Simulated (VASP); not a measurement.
# Ga (Cmce) in VASP: further runs, part 2 of 2

VASP 6.6.1. Earlier steps stand in the parts before.

## 4. Relaxation of cell and atoms, PBEsol, target pressure 5 GPa, at which the enthalpy is minimised

INCAR

```
PREC     = Accurate       # precision mode
ENCUT    = 600            # plane-wave cutoff, eV
EDIFF    = 1E-7           # SCF threshold, eV
ISMEAR   = -1             # smearing method
SIGMA    = 0.05           # smearing width, eV
LREAL    = F              # projectors in reciprocal space
LASPH    = T              # aspherical terms in the spheres
NELM     = 80             # most SCF steps
ALGO     = Normal         # electronic algorithm
ISIF     = 3              # what is computed and relaxed
LWAVE    = F              # write WAVECAR
LCHARG   = F              # write CHGCAR
GGA      = PS             # functional
IBRION   = 2              # ionic algorithm
NSW      = 80             # ionic steps
EDIFFG   = -0.02          # ionic threshold
PSTRESS  = 50.0
```

KPOINTS

```
Automatic mesh
0
Gamma
  7 7 6
```

POSCAR

```
Ga
1.0
    2.2615000000     -3.8305000000      0.0000000000
    2.2615000000      3.8305000000      0.0000000000
    0.0000000000      0.0000000000      4.5240000000
Ga
4
Direct
    0.3451000000      0.6549000000      0.4190000000
    0.1549000000      0.8451000000      0.9190000000
    0.6549000000      0.3451000000      0.5810000000
    0.8451000000      0.1549000000      0.0810000000
```

Potentials or basis: VASP PAW PBE potentials, release 64 (Ga_d).

The run is started by

```
> cat potpaw_PBE.64/Ga_d/POTCAR > POTCAR
> mpirun -np 1 vasp_std > vasp.out
```

OUTCAR:

```text
PREC = Accurate
   ENCUT = 600
   EDIFF = 1E-7
   ISMEAR = -1
   LREAL = F
   LASPH = T
   NELM = 80
   ISIF = 3
   GGA = PS
   IBRION = 2
   NSW = 80
   EDIFFG = -0.02
   PSTRESS = 50.0

 ion  position               nearest neighbor table
   1  0.345  0.655  0.419-   3 2.48   2 2.69   2 2.69   4 2.73   4 2.73   3 2.79   3 2.79
   2  0.155  0.845  0.919-   4 2.48   1 2.69   1 2.69   3 2.73   3 2.73   4 2.79   4 2.79
   3  0.655  0.345  0.581-   1 2.48   4 2.69   4 2.69   2 2.73   2 2.73   1 2.79   1 2.79
   4  0.845  0.155  0.081-   2 2.48   3 2.69   3 2.69   1 2.73   1 2.73   2 2.79   2 2.79

  LATTYP: Found a base centered orthorhombic cell.
 ALAT       =     4.5230000000
 B/A-ratio  =     1.6937873093
 C/A-ratio  =     1.0002210922

  Lattice vectors:

 A1 = (   2.2615000000,  -3.8305000000,   0.0000000000)
 A2 = (   2.2615000000,   3.8305000000,   0.0000000000)
 A3 = (   0.0000000000,   0.0000000000,   4.5240000000)

Analysis of symmetry for initial positions (statically):
=====================================================================
 Subroutine PRICEL returns:
 Original cell was already a primitive cell.

 Routine SETGRP: Setting up the symmetry group for a
 base centered orthorhombic supercell.

 Subroutine GETGRP returns: Found  8 space group operations
 (whereof  4 operations were pure point group operations)
 out of a pool of  8 trial point group operations.

The static configuration has the point symmetry C_2h.
 The point group associated with its full space group is D_2h.

Analysis of symmetry for dynamics (positions and initial velocities):
=====================================================================
 Subroutine PRICEL returns:
 Original cell was already a primitive cell.

 Routine SETGRP: Setting up the symmetry group for a
 base centered orthorhombic supercell.

 Subroutine GETGRP returns: Found  8 space group operations
 (whereof  4 operations were pure point group operations)
 out of a pool of  8 trial point group operations.

The dynamic configuration has the point symmetry C_2h.
 The point group associated with its full space group is D_2h.

[... 127 lines left out ...]
   GGA     = PS    functional components
   LHFCALC =     F    Hartree Fock is set to
   AEXX    =    0.0000 exact exchange contribution
   IVDW    =     0    specifies the selected vdW correction
   LEPSILON=     F    determine dielectric tensor
   LRPA    =     F    only Hartree local field effects (RPA)
 conjugate gradient relaxation of ions
 non-spin polarized calculation
  energy-cutoff  :      600.00
  volume of cell :       78.38
 maximum number of plane-waves:      2636
   NGX = 17   NGY = 17   NGZ = 19

--------------------------------------- Ionic step        1  -------------------------------------------

 number of electron      52.0000010 magnetization

 Free energy of the ion-electron system (eV)
  ---------------------------------------------------
  ext. energy  EPLUGINS =         0.00000000
  ---------------------------------------------------
  free energy    TOTEN  =       -13.38567744 eV

  energy without entropy =      -13.37666387  energy(sigma->0) =      -13.38117066

------------------------ aborting loop because EDIFF is reached ----------------------------------------

  FORCE on cell =-STRESS in cart. coord.  units (eV):
  Direction    XX          YY          ZZ          XY          YZ          ZX
  --------------------------------------------------------------------------------------
  -------------------------------------------------------------------------------------
  Total       -1.1829806     -0.4630846     -0.6647637      0.0000000     -0.0000000      0.0000000
  in kB      -24.1815167     -9.4659956    -13.5885537      0.0000000     -0.0000000      0.0000000
  external PRESSURE =     -65.7453553 kB  Pullay stress =      50.0000000 kB
[... 307 lines left out ...]
--------------------------------------- Ionic step        9  -------------------------------------------

 number of electron      51.9999980 magnetization

 Free energy of the ion-electron system (eV)
  ---------------------------------------------------
  ext. energy  EPLUGINS =         0.00000000
  ---------------------------------------------------
  free energy    TOTEN  =       -13.33019342 eV

  energy without entropy =      -13.32531333  energy(sigma->0) =      -13.32775337

 E-fermi :   5.8470     XC(G=0): -11.2926

 val. band max:        5.8412354093   @ k =   0.0000   0.0000   0.5000
 cond. band min:       5.8480023076   @ k =   0.2857   0.2857   0.0000
 fundamental gap:      0.0067668984
 Fermi energy:         5.8469687409

 k-point     1 :       0.0000    0.0000    0.0000
  band No.  band energies     occupation
      1      -9.5098      2.00000
      2      -9.4902      2.00000
      3      -9.4349      2.00000
      4      -9.4212      2.00000
      5      -9.4174      2.00000
      6      -9.3799      2.00000
[... 805 lines left out ...]
     30       9.9115      0.00000
     31      11.2496      0.00000

 [... further k-points ...]

------------------------ aborting loop because EDIFF is reached ----------------------------------------

  FORCE on cell =-STRESS in cart. coord.  units (eV):
  Direction    XX          YY          ZZ          XY          YZ          ZX
  --------------------------------------------------------------------------------------
  -------------------------------------------------------------------------------------
  Total        2.2485702      2.2067229      2.2393251      0.0000000      0.0000000      0.0000000
  in kB       50.6827941     49.7395556     50.4744084      0.0000000      0.0000000      0.0000000
  external PRESSURE =       0.2989194 kB  Pullay stress =      50.0000000 kB
[... 23 lines left out ...]
  energy  without entropy=      -13.3253133279  energy(sigma->0) =      -13.32775337

  enthalpy is  TOTEN    =       -11.1119157578 eV   P V=        2.2182776641

 reached required accuracy - stopping structural energy minimisation
```

OSZICAR:

```text
N       E                     dE             d eps       ncg     rms          rms(c)
DAV:   1     0.368752677764E+03    0.36875E+03   -0.28264E+04  4013   0.345E+03
DAV:   2     0.297113865781E+02   -0.33904E+03   -0.33384E+03  4080   0.594E+02
[... 87 lines left out ...]
DAV:   1    -0.133306137956E+02   -0.12766E-02   -0.14158E-02  4780   0.919E-01    0.135E-01
DAV:   2    -0.133303397997E+02    0.27400E-03   -0.11879E-03  4507   0.545E-01    0.771E-02
DAV:   3    -0.133301893547E+02    0.15045E-03   -0.26022E-04  6319   0.191E-01    0.127E-02
DAV:   4    -0.133301941250E+02   -0.47703E-05   -0.90220E-05  4164   0.882E-02    0.501E-03
DAV:   5    -0.133301934663E+02    0.65869E-06   -0.62443E-06  4993   0.236E-02    0.237E-03
DAV:   6    -0.133301934219E+02    0.44416E-07   -0.95562E-07  4272   0.127E-02
   9 F= -.11111916E+02 E0= -.11109476E+02  d E =-.428067E-03
```

CONTCAR:

```text
Ga
   1.00000000000000
     2.1551400487317185   -3.7269818041383203    0.0000000000000000
     2.1551400487317185    3.7269818041383203   -0.0000000000000000
     0.0000000000000000   -0.0000000000000000    4.4248007474425446
  Ga
     4
Direct
     0.3448696092089963    0.6551303907910038    0.4175780110617943
     0.1551303907910037    0.8448696092089962    0.9175780110617944
     0.6551303907910038    0.3448696092089963    0.5824219889382056
     0.8448696092089962    0.1551303907910037    0.0824219889382057

  0.00000000E+00  0.00000000E+00  0.00000000E+00
  0.00000000E+00  0.00000000E+00  0.00000000E+00
  0.00000000E+00  0.00000000E+00  0.00000000E+00
  0.00000000E+00  0.00000000E+00  0.00000000E+00
```

Wall time 15 min (1 thread of Intel Xeon Platinum 8259CL at 2.50GHz (Skylake/Cascade Lake), shared host); peak memory 0.29 GiB.

What came out:

| Quantity | Value |
| --- | --- |
| Free energy | -13.3302 eV |
| Relaxed volume | 17.77 Å³/atom |
| Relaxed cell | a = 4.305 Å, b = 4.305 Å, c = 4.425 Å, α = 90.00°, β = 90.00°, γ = 119.92° |
| Space group after relaxing (to 0.1 Å) | Cmce (No. 64) |
| Energy change on relaxing (the run minimises the enthalpy) | +13.9 meV/atom |
| Ionic steps | 9 |
| Pressure after relaxing | 5.0 GPa |
| Largest force after relaxing | 0.013 eV/Å |
| Band gap on the k mesh | zero (bands 26 and 27 overlap by 1.18 eV) |

Forces on the atoms (eV/Å):
```
Ga   0.000  0.007 -0.011
Ga   0.000 -0.007 -0.011
Ga   0.000 -0.007  0.011
Ga   0.000  0.007  0.011
```

The path:
| step | energy change (eV) | largest force (eV/Å) | pressure (GPa) | volume (Å³) |
| --- | --- | --- | --- | --- |
| 1 | 0.0000 | 0.1186 | -1.57 | 78.38 |
| 2 | 0.1145 | 0.0595 | 6.93 | 69.61 |
| 3 | 0.0609 | 0.0431 | 5.08 | 71.05 |
| 4 | 0.0566 | 0.0427 | 4.91 | 71.20 |
| 5 | 0.0541 | 0.0307 | 4.94 | 71.18 |
| 6 | 0.0536 | 0.0354 | 4.96 | 71.16 |
| 7 | 0.0537 | 0.0371 | 4.93 | 71.15 |
| 8 | 0.0563 | 0.0262 | 5.07 | 71.06 |
| 9 | 0.0555 | 0.0128 | 5.03 | 71.08 |

Final structure:
```
Ga
1.0
     2.15514   -3.72698    0.00000
     2.15514    3.72698    0.00000
     0.00000    0.00000    4.42480
Ga
4
Direct
  0.34487 0.65513 0.41758
  0.15513 0.84487 0.91758
  0.65513 0.34487 0.58242
  0.84487 0.15513 0.08242
```

Caveat: the cell is relaxed towards a set pressure, so the run minimises the enthalpy, not the energy; the PAW data sets were made with another functional, which shifts forces and pressure a little.

## 5. Summary

| cell | gap on the mesh (eV) | pressure (GPa) | largest force (eV/Å) |
| --- | --- | --- | --- |
| relaxed to 30 GPa | none | 30.2 | 0.01 |
| relaxed | none | 0.1 | 0.01 |
| relaxed to 5 GPa | none | 5.0 | 0.01 |

Alike in all rows: task relaxation of cell and atoms; level PBEsol; potentials or basis VASP PAW PBE potentials, release 64 (Ga_d); no spin polarisation; k mesh 7 × 7 × 6; cutoff (eV) 600; smearing fermi-dirac 0.05 eV.

Caveats: the PAW data sets were made with another functional, which shifts forces and pressure a little; the cell is relaxed towards a set pressure, so the run minimises the enthalpy, not the energy (at least some runs); the volume moved by over 15 % at a fixed basis, so the end points are rough (at least some runs).

Total energies depend on the potentials used, so only differences within one code and one set of settings carry meaning.

The gap in the log of VASP goes by the Fermi energy; the results here count the filled bands.